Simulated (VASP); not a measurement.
# Sc (P6_3/mmc) in VASP: single point with PBE

Aim: the single point of Sc with PBE.

Program: VASP 6.6.1. These are calculated values, not measurements. Logs are shortened: lines on timing, memory, paths and dates and some standing lists are left out, and cuts for length are marked.

## 1. The cell of the first run

Symmetry: P6_3/mmc, No. 194, hexagonal system. The conventional cell has a = 3.312 Å, b = 3.312 Å, c = 5.161 Å, α = 90.00°, β = 90.00°, γ = 120.00°. Within 4.2 Å of Sc (site symmetry -6m2) lie 12 Sc at 3.21 to 3.31 Å.

## 2. Single point, PBE

Input file INCAR:

```
PREC = Accurate
ENCUT = 500
EDIFF = 1E-6
ISMEAR = 0
SIGMA = 0.05
LREAL = F
LASPH = T
NELM = 120
ALGO = Normal
ISIF = 2
LWAVE = F
LCHARG = T
GGA = PE
LELF = T
LVHAR = T
NBANDS = 18
GGA_COMPAT = F
```

Input file KPOINTS:

```
regular mesh
0
Gamma
  8 8 4
```

Input file POSCAR:

```
Sc
1.0
    3.3120073980      0.0000000000      0.0000000000
   -1.6560036990      2.8682825442      0.0000000000
    0.0000000000      0.0000000000      5.1605064622
Sc
2
Direct
    0.3333333333      0.6666666667      0.7500000000
    0.6666666667      0.3333333333      0.2500000000
```

Potentials or basis: VASP PAW PBE potentials, release 64 (Sc_sv).

Started as:

```
cat potpaw_PBE.64/Sc_sv/POTCAR > POTCAR
mpirun -np 1 vasp_std > vasp.out
```

OUTCAR:

```text
PREC = Accurate
   ENCUT = 500
   EDIFF = 1E-6
   ISMEAR = 0
   LREAL = F
   LASPH = T
   NELM = 120
   ISIF = 2
   GGA = PE

 ion  position               nearest neighbor table
   1  0.333  0.667  0.750-   2 3.21   2 3.21   2 3.21   2 3.21   2 3.21   2 3.21
   2  0.667  0.333  0.250-   1 3.21   1 3.21   1 3.21   1 3.21   1 3.21   1 3.21

  LATTYP: Found a hexagonal cell.
 ALAT       =     3.3120073980
 C/A-ratio  =     1.5581204515

  Lattice vectors:

 A1 = (   3.3120073980,   0.0000000000,   0.0000000000)
 A2 = (  -1.6560036990,   2.8682825442,   0.0000000000)
 A3 = (   0.0000000000,   0.0000000000,   5.1605064622)

Analysis of symmetry for initial positions (statically):
=====================================================================
 Subroutine PRICEL returns:
 Original cell was already a primitive cell.

 Routine SETGRP: Setting up the symmetry group for a
 hexagonal supercell.

 Subroutine GETGRP returns: Found 24 space group operations
 (whereof 12 operations were pure point group operations)
 out of a pool of 24 trial point group operations.

The static configuration has the point symmetry D_3d.
 The point group associated with its full space group is D_6h.

Analysis of symmetry for dynamics (positions and initial velocities):
=====================================================================
 Subroutine PRICEL returns:
 Original cell was already a primitive cell.

 Routine SETGRP: Setting up the symmetry group for a
 hexagonal supercell.

 Subroutine GETGRP returns: Found 24 space group operations
 (whereof 12 operations were pure point group operations)
 out of a pool of 24 trial point group operations.

The dynamic configuration has the point symmetry D_3d.
 The point group associated with its full space group is D_6h.

 Subroutine INISYM returns: Found 24 space group operations
 (whereof 12 operations are pure point group operations),
 and found     1 'primitive' translations

----------------------------------------------------------------------------------------

                                     Primitive cell

  volume of cell :      49.0236

  direct lattice vectors                    reciprocal lattice vectors
     3.312007398  0.000000000  0.000000000     0.301931693  0.174320344  0.000000000
    -1.656003699  2.868282544  0.000000000     0.000000000  0.348640688  0.000000000
     0.000000000  0.000000000  5.160506462     0.000000000  0.000000000  0.193779430

  length of vectors
     3.312007398  3.312007398  5.160506462     0.348640688  0.348640688  0.193779430

  position of ions in fractional coordinates (direct lattice)
     0.333333333  0.666666667  0.750000000
     0.666666667  0.333333333  0.250000000

  ion indices of the primitive-cell ions
   primitive index   ion index
                 1           1
                 2           2

----------------------------------------------------------------------------------------

 KPOINTS: regular mesh

Automatic generation of k-mesh.
 Grid dimensions read from file:
 generate k-points for:    8    8    4

 Generating k-lattice:

  Cartesian coordinates                     Fractional coordinates (reciprocal lattice)
     0.037741462  0.021790043  0.000000000     0.125000000 -0.000000000  0.000000000
     0.000000000  0.043580086  0.000000000     0.000000000  0.125000000  0.000000000
     0.000000000  0.000000000  0.048444857     0.000000000  0.000000000  0.250000000

  Length of vectors
     0.043580086  0.043580086  0.048444857

  Shift w.r.t. Gamma in fractional coordinates (k-lattice)
     0.000000000  0.000000000  0.000000000

 Subroutine IBZKPT returns following result:
 ===========================================

 Found     30 irreducible k-points:

 Following reciprocal coordinates:
            Coordinates               Weight
  0.000000  0.000000  0.000000      1.000000
  0.125000  0.000000  0.000000      6.000000
  0.250000  0.000000  0.000000      6.000000
  0.375000  0.000000  0.000000      6.000000
  0.500000  0.000000  0.000000      3.000000
  0.125000  0.125000  0.000000      6.000000
[... 16 lines left out ...]
  0.250000  0.000000  0.500000      6.000000
  0.375000  0.000000  0.500000      6.000000
 [... further k-points ...]
   k-points           NKPTS =     30   k-points in BZ     NKDIM =     30   number of bands    NBANDS=     18
   number of dos      NEDOS =    301   number of ions     NIONS =      2
   total plane-waves  NPLWV =  23040
   dimension x,y,z NGX =    24 NGY =   24 NGZ =   40
   dimension x,y,z NGXF=    48 NGYF=   48 NGZF=   80
   ions per type =               2
   NGX,Y,Z   is equivalent  to a cutoff of  12.05, 12.05, 12.89 a.u.
   NGXF,Y,Z  is equivalent  to a cutoff of  24.09, 24.09, 25.77 a.u.
 SYSTEM =  unknown system
   PREC   = accura    normal or accurate (medium, high low for compatibility)
   ISTART =      0    job   : 0-new  1-cont  2-samecut
   ICHARG =      2    charge: 1-file 2-atom 10-const
   ISPIN  =      1    spin polarized calculation?
   LNONCOLLINEAR =      F non collinear calculations
   LSORBIT =      F    spin-orbit coupling
   LASPH  =      T    aspherical Exc in radial PAW
   ENCUT  =  500.0 eV  36.75 Ry    6.06 a.u.   6.04  6.04  9.41*2*pi/ulx,y,z
   NELM   =    120;   NELMIN=  2; NELMDL= -5     # of ELM steps
   EDIFF  = 0.1E-05   stopping-criterion for ELM
   LREAL  =      F    real-space projection
   EDIFFG = 0.1E-04   stopping-criterion for IOM
   NSW    =      0    number of steps for IOM
   IBRION =     -1    ionic relax: 0-MD 1-quasi-New 2-CG
   NFREE  =      0    steps in history (QN), initial steepest desc. (CG)
   ISIF   =      2    stress and relaxation
   ISYM   =      2    0-nonsym 1-usesym 2-fastsym
   POTIM  = 0.5000    time-step for ionic-motion
   TEBEG  =    0.0;   TEEND  =   0.0 temperature during run
   PSTRESS=    0.0 pullay stress
   NELECT =      22.0000    total number of electrons
   NUPDOWN=      -1.0000    fix difference up-down
   EMIN   =  10.00;   EMAX   =-10.00  energy-range for DOS
   EFERMI =   0.00;   METHOD = LEGACY
   ISMEAR =     0;   SIGMA  =   0.05  broadening in eV -4-tet -1-fermi 0-gaus
   EFERMI_NEDOS =   21; number of points for ismear=-14 and -15
   IALGO  =     38    algorithm
   IMIX   =      4    mixing-type and parameters
     AMIX     =   0.40;   BMIX     =  1.00
     AMIX_MAG =   1.60;   BMIX_MAG =  1.00
  volume/ion in A,a.u.               =      24.51       165.41
  Fermi-wavevector in a.u.,A,eV,Ry     =   1.253374  2.368533 21.374009  1.570945
  Thomas-Fermi vector in A             =   2.387229
   LORBIT       =      0    0 simple, 1 ext, 2 COOP (PROOUT), +10 PAW based schemes
   GGA     = PE    functional components
   LHFCALC =     F    Hartree Fock is set to
   AEXX    =    0.0000 exact exchange contribution
   IVDW    =     0    specifies the selected vdW correction
   LEPSILON=     F    determine dielectric tensor
   LRPA    =     F    only Hartree local field effects (RPA)
 non-spin polarized calculation
 Gauss-broadening in eV      SIGMA  =   0.05
  energy-cutoff  :      500.00
  volume of cell :       49.02
 maximum number of plane-waves:      1262
   NGX = 13   NGY = 13   NGZ = 19

 number of electron      22.0000000 magnetization

 Free energy of the ion-electron system (eV)
  ---------------------------------------------------
  ext. energy  EPLUGINS =         0.00000000
  ---------------------------------------------------
  free energy    TOTEN  =       -12.51051913 eV

  energy without entropy =      -12.50696748  energy(sigma->0) =      -12.50874331

 E-fermi :   3.7198     XC(G=0):  -9.8992

 val. band max:        3.7187222678   @ k =   0.2500   0.1250   0.0000
 cond. band min:       3.7288539510   @ k =   0.1250   0.1250   0.2500
 fundamental gap:      0.0101316832
 Fermi energy:         3.7198395135

 k-point     1 :       0.0000    0.0000    0.0000
  band No.  band energies     occupation
      1     -45.6933      2.00000
      2     -45.6207      2.00000
      3     -24.5173      2.00000
      4     -24.1841      2.00000
      5     -24.1841      2.00000
      6     -24.1166      2.00000
[... 10 lines left out ...]
     17       6.0384      0.00000
     18       6.0384      0.00000

 k-point     2 :       0.1250    0.0000    0.0000
  band No.  band energies     occupation
      1     -45.6860      2.00000
      2     -45.6184      2.00000
      3     -24.4969      2.00000
      4     -24.2224      2.00000
      5     -24.1973      2.00000
      6     -24.1566      2.00000
[... 10 lines left out ...]
     17       5.8988      0.00000
     18       5.9728      0.00000

 k-point     3 :       0.2500    0.0000    0.0000
  band No.  band energies     occupation
      1     -45.6675      2.00000
      2     -45.6136      2.00000
      3     -24.4421      2.00000
      4     -24.3161      2.00000
      5     -24.2497      2.00000
      6     -24.2276      2.00000
[... 10 lines left out ...]
     17       6.4212      0.00000
     18       6.5484      0.00000

 k-point     4 :       0.3750    0.0000    0.0000
  band No.  band energies     occupation
      1     -45.6466      2.00000
      2     -45.6112      2.00000
      3     -24.4113      2.00000
      4     -24.3722      2.00000
      5     -24.3383      2.00000
      6     -24.2563      2.00000
[... 375 lines left out ...]
      4     -24.3149      2.00000
      5     -24.1685      2.00000
      6     -24.1685      2.00000
[... 10 lines left out ...]
     17       7.0620      0.00000
     18       7.0834      0.00000

 k-point    23 :       0.2500    0.0000    0.5000
  band No.  band energies     occupation
      1     -45.6406      2.00000
      2     -45.6406      2.00000
      3     -24.3738      2.00000
      4     -24.3738      2.00000
      5     -24.1880      2.00000
      6     -24.1880      2.00000
[... 10 lines left out ...]
     17       7.0765      0.00000
     18       7.0787      0.00000

 k-point    24 :       0.3750    0.0000    0.5000
  band No.  band energies     occupation
      1     -45.6289      2.00000
      2     -45.6289      2.00000
      3     -24.4504      2.00000
      4     -24.4504      2.00000
      5     -24.2033      2.00000
      6     -24.2033      2.00000
[... 10 lines left out ...]
     17       7.3603      0.00000
     18       7.4756      0.00000

 [... further k-points ...]

------------------------ aborting loop because EDIFF is reached ----------------------------------------

  FORCE on cell =-STRESS in cart. coord.  units (eV):
  Direction    XX          YY          ZZ          XY          YZ          ZX
  --------------------------------------------------------------------------------------
  -------------------------------------------------------------------------------------
  Total        0.0882143      0.0882143      0.0132281      0.0000000      0.0000000      0.0000000
  in kB        2.8829955      2.8829955      0.4323181      0.0000000      0.0000000      0.0000000
  external PRESSURE =       2.0661030 kB  Pullay stress =       0.0000000 kB

 VOLUME and BASIS-vectors are now :
 -----------------------------------------------------------------------------
  energy-cutoff  :      500.00
  volume of cell :       49.02
      direct lattice vectors                 reciprocal lattice vectors
     3.312007398  0.000000000  0.000000000     0.301931693  0.174320344  0.000000000
    -1.656003699  2.868282544  0.000000000     0.000000000  0.348640688  0.000000000
     0.000000000  0.000000000  5.160506462     0.000000000  0.000000000  0.193779430

 POSITION                                       TOTAL-FORCE (eV/Angst)
 -----------------------------------------------------------------------------------
     -0.00000      1.91219      3.87038         0.000000      0.000000      0.000000
      1.65600      0.95609      1.29013        -0.000000     -0.000000      0.000000
 -----------------------------------------------------------------------------------
    total drift:                               -0.000000      0.000000     -0.000000

  FREE ENERGIE OF THE ION-ELECTRON SYSTEM (eV)
  ---------------------------------------------------
  free  energy   TOTEN  =       -12.5105191270 eV

  energy  without entropy=      -12.5069674843  energy(sigma->0) =      -12.50874331
```

Wall time 26 s (1 thread of Intel Xeon 8259CL, shared host); peak memory 0.17 GiB.

Results:

```
Free energy            : -12.5105 eV
Pressure               : 0.2 GPa
Band gap on the k mesh : zero (bands 11 and 12 overlap by 1.50 eV)
```

Stress tensor (GPa, compression positive):
```
0.29 0.00 0.00
0.00 0.29 0.00
0.00 0.00 0.04
```

Levels at points of the mesh, in eV from the Fermi level:
| k point | band 8 | band 9 | band 10 | band 11 | band 12 | band 13 |
| --- | --- | --- | --- | --- | --- | --- |
| (0.00, 0.00, 0.00) | -27.79 | -5.15 | -1.65 | 0.62 | 1.58 | 1.58 |
| (0.50, 0.00, 0.00) | -27.88 | -1.63 | -1.07 | -0.68 | -0.35 | 1.30 |
| (0.00, 0.00, 0.50) | -27.87 | -3.60 | -3.60 | 0.97 | 0.97 | 1.50 |
| (0.50, 0.00, 0.50) | -27.91 | -1.49 | -1.49 | 0.06 | 0.06 | 1.28 |
